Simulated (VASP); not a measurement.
The system is GaN.

```
Ga N
1.0
     3.18900    0.00000    0.00000
    -1.59450    2.76176    0.00000
     0.00000    0.00000    5.18500
Ga N
2 2
Direct
  0.33333 0.66667 0.00000
  0.66667 0.33333 0.50000
  0.33333 0.66667 0.37700
  0.66667 0.33333 0.87700
```

```yaml
Program: VASP 6.6.1
Task: relaxation of cell and atoms
Functional: LDA
Potentials_or_basis: VASP PAW LDA potentials, release 64 (Ga_d, N)
Cutoff: 600 eV
k_mesh: 9 × 9 × 6
Occupations: gaussian, width 0.01 eV
Spin: no spin polarisation
```

At the start: pressure -5.2 GPa; volume 11.42 Å³/atom.

Question: Where does the relaxation end?

Answer: Over 18 steps the energy falls by 5.3 meV/atom and the volume is 11.11 Å³/atom (-2.7 %); space group P6_3mc (No. 186, to 0.1 Å) before and after.

The path:
```tsv
step	energy change (eV)	largest force (eV/Å)	pressure (GPa)	volume (Å³)
1	0.0000	0.0047	-5.24	45.67
2	-0.0004	0.0391	5.71	43.24
3	-0.0210	0.0197	0.11	44.43
4	-0.0210	0.0194	-0.49	44.45
5	-0.0210	0.0052	-0.07	44.43
6	-0.0210	0.0019	0.01	44.42
7	-0.0210	0.0061	0.07	44.42
8	-0.0210	0.0097	-0.13	44.45
9	-0.0211	0.0003	-0.06	44.43
10	-0.0211	0.0056	0.11	44.41
11	-0.0211	0.0019	-0.07	44.43
12	-0.0211	0.0025	0.04	44.42
13	-0.0211	0.0027	-0.01	44.42
14	-0.0211	0.0023	-0.04	44.42
15	-0.0211	0.0025	-0.01	44.42
16	-0.0211	0.0011	0.11	44.42
17	-0.0211	0.0021	-0.08	44.42
18	-0.0211	0.0002	-0.01	44.42
```

Final structure:
```
Ga N
1.0
     3.15698    0.00000    0.00000
    -1.57849    2.73403    0.00000
     0.00000    0.00000    5.14650
Ga N
2 2
Direct
  0.33333 0.66667 0.00029
  0.66667 0.33333 0.50029
  0.33333 0.66667 0.37671
  0.66667 0.33333 0.87671
```
